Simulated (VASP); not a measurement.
A run of VASP 6.6.1 is set up as follows.

Contents of POSCAR:

```
Si
1.0
    3.8698505130      0.0000000000      0.0000000000
   -1.9349252565      3.3513888531      0.0000000000
    0.0000000000      0.0000000000      6.4046142857
Si
4
Direct
    0.3333333333      0.6666666667      0.0630908783
    0.6666666667      0.3333333333      0.5630908783
    0.3333333333      0.6666666667      0.4369091217
    0.6666666667      0.3333333333      0.9369091217
```

INCAR.step1

```
SYSTEM = Si
  ALGO = Normal
  EDIFF = 1E-4
  ENCUT = 600
  GGA = PE
  ISMEAR = 0
  LASPH = .True.
  LCHARG = .False.
  LREAL = .False.
  LWAVE = .True.
  NELM = 60
  PREC = Accurate
  SIGMA = 0.02
```

The input INCAR.step2:

```
SYSTEM = Si
  ALGO = Normal
  EDIFF = 1E-6
  EDIFFG = -0.01
  ENCUT = 600
  IBRION = 2
  ISIF = 4
  ISMEAR = 0
  ISTART = 1
  LASPH = .True.
  LCHARG = .False.
  LMIXTAU = .True.
  LREAL = .False.
  LWAVE = .False.
  METAGGA = R2SCAN
  NELM = 60
  NSW = 50
  PREC = Accurate
  SIGMA = 0.02
```

File KPOINTS:

```
k-points
0
Gamma
  12 12 6
  0 0 0
```

Potentials or basis: VASP PAW PBE potentials, release 64 (Si).

The run is started by

```bash
$ cat potpaw_PBE.64/Si/POTCAR > POTCAR
$ cp INCAR.step1 INCAR
$ mpirun -np 1 vasp_std > vasp.out
$ cp INCAR.step2 INCAR
$ mpirun -np 1 vasp_std > vasp.out
```

Q: Predict the band gap on the k mesh.

A: 0.68 eV (least direct gap 1.29 eV).

Final structure:
```
Si
1.0
     3.87022    0.00000    0.00000
    -1.93511    3.35171    0.00000
     0.00000    0.00000    6.40340
Si
4
Direct
  0.33333 0.66667 0.06296
  0.66667 0.33333 0.56296
  0.33333 0.66667 0.43704
  0.66667 0.33333 0.93704
```

Caveat: semilocal functionals underestimate gaps, and a narrow one can read as zero. A k mesh can miss the band edges.
